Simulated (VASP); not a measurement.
## KF: single point with r2SCAN

Crystal: KF.

```
K F
1.0
     0.08767    3.02307    3.02307
     3.02307    0.08767    3.02307
     3.02307    3.02307    0.08767
K F
1 1
Direct
  0.00278 0.00278 0.00278
  0.24722 0.24722 0.24722
```

This cell differs from its parent crystal: strain along [111] +4.5%.

| Property | Result |
| --- | --- |
| Program | VASP 6.6.1 |
| Task | single point |
| Functional | r2SCAN |
| Potentials or basis | VASP PAW PBE potentials, release 64 (K_sv, F) |
| Cutoff | 520 eV |
| k mesh | 8 × 8 × 8 |
| Occupations | gaussian, width 0.01 eV |
| Spin | no spin polarisation |
| Dipole correction | no |
| Further INCAR settings | ALGO = Normal; EDIFF = 1e-06; NBANDS = 15 |

```json
{"Pressure": "-1.0 GPa", "Band gap on the k mesh": "5.63 eV, indirect (least direct gap 5.79 eV)"}
```

Stress tensor (GPa, compression positive):
```
-0.97 -0.24 -0.24
-0.24 -0.97 -0.24
-0.24 -0.24 -0.97
```

Levels at points of the mesh, in eV from the valence-band top:
```csv
k point,band 4,band 5,band 6,band 7,band 8,band 9,band 10,band 11,band 12,band 13
"(0.00, 0.00, 0.00)",-10.02,-10.02,-0.20,-0.16,-0.16,5.63,12.37,12.37,12.38,12.70
"(0.50, 0.00, 0.00)",-10.06,-10.05,-0.24,-0.11,-0.10,8.46,9.66,11.27,11.75,13.60
"(0.50, 0.50, 0.00)",-10.12,-10.04,-0.40,-0.01,0.00,8.70,8.83,12.91,13.52,13.58
"(0.50, 0.50, 0.50)",-10.05,-10.05,-0.28,-0.08,-0.08,8.25,9.56,11.58,11.58,13.61
```

It took 2.3 min on 1 thread of Intel Xeon 6975P-C, with other jobs on the host, peak memory 0.21 GiB.

Caveat: the cell differs from its parent crystal (strain along [111] +4.5%); the PAW data sets were made with another functional, which shifts forces and pressure a little. A k mesh can miss the band edges.
